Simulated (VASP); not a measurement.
Input of a VASP 6.6.1 run:

Contents of INCAR:

```
SYSTEM = Ge
PREC = Accurate
ENCUT = 600
EDIFF = 1E-6
ISMEAR = -1
SIGMA = 0.05
LREAL = .FALSE.
LASPH = .TRUE.
NELM = 60
ALGO = Normal
ISIF = 3
LWAVE = .FALSE.
LCHARG = .FALSE.
GGA = PS
IBRION = 2
NSW = 60
EDIFFG = -0.005
PSTRESS = 2700.0
```

Contents of KPOINTS:

```
Automatic mesh
0
G
  10 10 13
  0 0 0
```

File POSCAR:

```
Ge
1.0
    3.6840328414      0.0000000000      0.0000000000
   -1.8420164207      3.1904660290      0.0000000000
    0.0000000000      0.0000000000      2.2841003616
Ge
3
Direct
    0.0000000000      0.0000000000      0.0000000000
    0.3333333333      0.6666666667      0.5000000000
    0.6666666667      0.3333333333      0.5000000000
```

Potentials or basis: VASP PAW PBE potentials, release 64 (Ge_d).

Command:

```console
$ cat potpaw_PBE.64/Ge_d/POTCAR > POTCAR
$ mpirun -np 1 vasp_std > vasp.out
```

Q: Estimate the space group after relaxing (to 0.1 Å).

A: P6/mmm (No. 191).

Q: Predict the relaxed volume.

A: 9.00 Å³/atom.

Q: Estimate the relaxed cell.

A: a = 3.737 Å, b = 3.737 Å, c = 2.233 Å, α = 90.00°, β = 90.00°, γ = 120.00°.

Q: What does it give for the band gap on the k mesh?

A: Zero (bands 21 and 22 overlap by 10.06 eV).

Final structure:
```yaml
crystal:
  lattice:
    - [3.73693, 0.00000, 0.00000]
    - [-1.86846, 3.23628, 0.00000]
    - [0.00000, 0.00000, 2.23349]
  atoms:
    - { symbol: Ge, position: [0.00000, 0.00000, 0.00000] }
    - { symbol: Ge, position: [0.33333, 0.66667, 0.50000] }
    - { symbol: Ge, position: [0.66667, 0.33333, 0.50000] }
```

Caveat: the cell is relaxed towards a set pressure, so the run minimises the enthalpy, not the energy; the PAW data sets were made with another functional, which shifts forces and pressure a little.
